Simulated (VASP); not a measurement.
Wanted: the native input for a VASP 6.6.1 run.

| Property | Result |
| --- | --- |
| Task | single point |
| Functional | HSE06 |
| Potentials or basis | VASP PAW PBE potentials, release 64 (S, C) |
| Cutoff | 520 eV |
| k mesh | 4 × 4 × 2 |
| Occupations | gaussian, width 0.01 eV |
| Spin | no spin polarisation |
| Dipole correction | no |
| Grid for exact exchange (PRECFOCK) | Fast |
| Further INCAR settings | ALGO = Normal; EDIFF = 1e-06; NBANDS = 25 |
| Share of exact exchange | 0.25 |
| Screening parameter | 0.2079 1/Å |

CS2:

```
CELL_PARAMETERS angstrom
3.64579 -2.99431 0.00000
3.64579 2.99431 0.00000
0.00000 0.00000 9.85126
ATOMIC_POSITIONS crystal
S 0.18152 0.81848 0.88687
S 0.31848 0.68152 0.38687
S 0.68152 0.31848 0.61313
S 0.81848 0.18152 0.11313
C 0.50000 0.50000 0.50000
C 0.00000 0.00000 0.00000
```

One way to write it, as run:

POSCAR

```
CS2
1.0
    3.6457880000     -2.9943140000      0.0000000000
    3.6457880000      2.9943140000      0.0000000000
    0.0000000000      0.0000000000      9.8512570000
S C
4 2
Direct
    0.1815210000      0.8184790000      0.8868670000
    0.3184790000      0.6815210000      0.3868670000
    0.6815210000      0.3184790000      0.6131330000
    0.8184790000      0.1815210000      0.1131330000
    0.5000000000      0.5000000000      0.5000000000
    0.0000000000      0.0000000000      0.0000000000
```

INCAR.step1

```
SYSTEM = CS2
  PREC = Accurate
  ENCUT = 520
  EDIFF = 1E-5
  ISMEAR = 0
  SIGMA = 0.01
  LREAL = .FALSE.
  LASPH = .TRUE.
  NELM = 80
  ALGO = Normal
  ISIF = 2
  LWAVE = .TRUE.
  NBANDS = 25
  GGA = PE
  KPAR = 4
```

INCAR.step2

```
SYSTEM = CS2
  PREC = Accurate
  ENCUT = 520
  EDIFF = 1E-6
  ISMEAR = 0
  SIGMA = 0.01
  LREAL = .FALSE.
  LASPH = .TRUE.
  NELM = 80
  ALGO = Normal
  ISIF = 2
  LWAVE = .FALSE.
  LCHARG = .TRUE.
  GGA = PE
  LHFCALC = .TRUE.
  HFSCREEN = 0.2079
  PRECFOCK = Fast
  LVHAR = .TRUE.
  NBANDS = 25
  ISTART = 1
  KPAR = 4
```

KPOINTS

```
regular mesh
0
G
  4 4 2
  0 0 0
```

Potentials or basis: VASP PAW PBE potentials, release 64 (S, C).

Run with:

```sh
$ cat potpaw_PBE.64/S/POTCAR potpaw_PBE.64/C/POTCAR > POTCAR
$ cp INCAR.step1 INCAR
$ mpirun -np 4 vasp_std > vasp.out
$ cp INCAR.step2 INCAR
$ mpirun -np 4 vasp_std > vasp.out
```

It gave:

The pressure is -1.2 GPa. The largest force is 0.753 eV/Å and the band gap on the k mesh is 4.44 eV.

Caveat: this functional lacks dispersion, which holds the molecules together, so the pressure and a relaxed volume are unreliable; the PAW data sets were made with another functional, which shifts forces and pressure a little.

Run time: 8.2 min on 4 MPI ranks on Intel(R) Xeon(R) Platinum 8488C (Sapphire Rapids), on a shared host, peak memory 0.46 GiB a rank.
